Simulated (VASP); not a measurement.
Set up this calculation in VASP 6.6.1, as the native input.

- Task: relaxation of cell and atoms
- Functional: HSE06
- Potentials or basis: VASP PAW PBE potentials, release 64 (Zn, O)
- Cutoff: 600 eV
- k mesh: 6 × 6 × 6
- Occupations: fermi-dirac, width 0.02 eV
- Spin: no spin polarisation
- Dipole correction: no
- Grid for exact exchange (PRECFOCK): Normal
- Further INCAR settings: ALGO = Normal; EDIFF = 1e-07; IBRION = 2; EDIFFG = -0.005; NSW = 80; ISIF = 3
- Share of exact exchange: 0.25
- Screening parameter: 0.2079 1/Å

The system is ZnO.

```
Zn O
1.0
     2.64617    0.00000    0.00000
     0.00000    2.64617    0.00000
     0.00000    0.00000    2.64617
Zn O
1 1
Direct
  0.00000 0.00000 0.00000
  0.50000 0.50000 0.50000
```

These files were run (other wordings do the same):

POSCAR

```
ZnO
1.0
    2.6461709597      0.0000000000      0.0000000000
    0.0000000000      2.6461709597      0.0000000000
    0.0000000000      0.0000000000      2.6461709597
Zn O
1 1
Direct
    0.0000000000      0.0000000000      0.0000000000
    0.5000000000      0.5000000000      0.5000000000
```

INCAR.step1

```
  ALGO = Normal
  EDIFF = 1E-5
  EDIFFG = -0.005
  ENCUT = 600
  GGA = PE
  GGA_COMPAT = F
  IBRION = 2
  ISIF = 3
  ISMEAR = -1
  LASPH = T
  LCHARG = F
  LREAL = F
  LWAVE = T
  NBANDS = 16
  NELM = 120
  NELMIN = 4
  NSW = 100
  PREC = Accurate
  SIGMA = 0.02
```

INCAR.step2

```
  ALGO = Normal
  EDIFF = 1E-7
  EDIFFG = -0.005
  ENCUT = 600
  GGA = PE
  GGA_COMPAT = F
  HFSCREEN = 0.2079
  IBRION = 2
  ISIF = 3
  ISMEAR = -1
  ISTART = 1
  LASPH = T
  LCHARG = F
  LHFCALC = T
  LREAL = F
  LWAVE = F
  NELM = 120
  NELMIN = 4
  NSW = 80
  PREC = Accurate
  PRECFOCK = Normal
  SIGMA = 0.02
```

KPOINTS

```
k-points
0
Gamma
  6 6 6
```

Potentials or basis: VASP PAW PBE potentials, release 64 (Zn, O).

Launch:

```sh
$ cat potpaw_PBE.64/Zn/POTCAR potpaw_PBE.64/O/POTCAR > POTCAR
$ cp INCAR.step1 INCAR
$ mpirun -np 1 vasp_std > vasp.out
$ cp INCAR.step2 INCAR
$ mpirun -np 1 vasp_std > vasp.out
```

It gave:

```json
{
  "Relaxed volume": "9.32 Å³/atom",
  "Relaxed cell": "a = 2.651 Å, b = 2.651 Å, c = 2.651 Å, α = 90.00°, β = 90.00°, γ = 90.00°",
  "Space group after relaxing (to 0.1 Å)": "Pm-3m (No. 221)",
  "Energy gained by relaxing": "0.2 meV/atom",
  "Ionic steps": "3",
  "Pressure after relaxing": "0.0 GPa",
  "Band gap on the k mesh": "0.77 eV (least direct gap 2.07 eV)"
}
```

Caveat: the PAW data sets were made with another functional, which shifts forces and pressure a little.

Wall time 23 min on 1 thread of Intel(R) Xeon(R) 6975P-C (Granite Rapids) (shared host), peak memory 0.27 GiB.
